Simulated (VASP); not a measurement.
Write the native input for VASP 6.6.1 that does the following.

| Property | Result |
| --- | --- |
| Task | single point |
| Functional | PBE |
| Potentials or basis | VASP PAW PBE potentials, release 64 (Hf_pv, O) |
| Cutoff | 520 eV |
| k mesh | 8 × 8 × 8 |
| Occupations | gaussian, width 0.05 eV |
| Spin | no spin polarisation |
| Dipole correction | no |
| Further INCAR settings | ALGO = Normal; EDIFF = 1e-06; NBANDS = 18 |

The structure of HfO2 lies in POSCAR:

```
HfO2
1.0
    0.0063937500      2.5575000000      2.5575000000
    2.5575000000      0.0063937500      2.5575000000
    2.5638937500      2.5638937500      0.0000000000
Hf O
1 2
Direct
    0.0000000000      0.0000000000      0.0000000000
    0.2500000000      0.2500000000      0.2500000000
    0.7500000000      0.7500000000      0.7500000000
```

This cell differs from its parent crystal: strain +0.0050 x Voigt [0, 0, 0, 0, 0, 1].

These files were run (other wordings do the same):

INCAR

```
  ALGO = Normal
  EDIFF = 1E-6
  ENCUT = 520
  GGA = PE
  ISIF = 2
  ISMEAR = 0
  LASPH = True
  LCHARG = False
  LREAL = False
  LWAVE = False
  NBANDS = 18
  NELM = 60
  PREC = Accurate
  SIGMA = 0.05
```

KPOINTS

```
k-points
0
Gamma
  8 8 8
```

Potentials or basis: VASP PAW PBE potentials, release 64 (Hf_pv, O).

Command:

```bash
$ cat potpaw_PBE.64/Hf_pv/POTCAR potpaw_PBE.64/O/POTCAR > POTCAR
$ mpirun -np 1 vasp_std > vasp.out
```

It gave:

The pressure is -6.0 GPa, the largest force is 0.028 eV/Å and the band gap on the k mesh is 3.73 eV.

Caveat: the cell differs from its parent crystal (strain +0.0050 x Voigt [0, 0, 0, 0, 0, 1]); the cell stands under tension; spin-orbit coupling is left out, which moves the levels of the heavy elements.

Run time: 78 s on 1 thread of Intel Xeon 8259CL (shared host), peak memory 0.2 GiB.
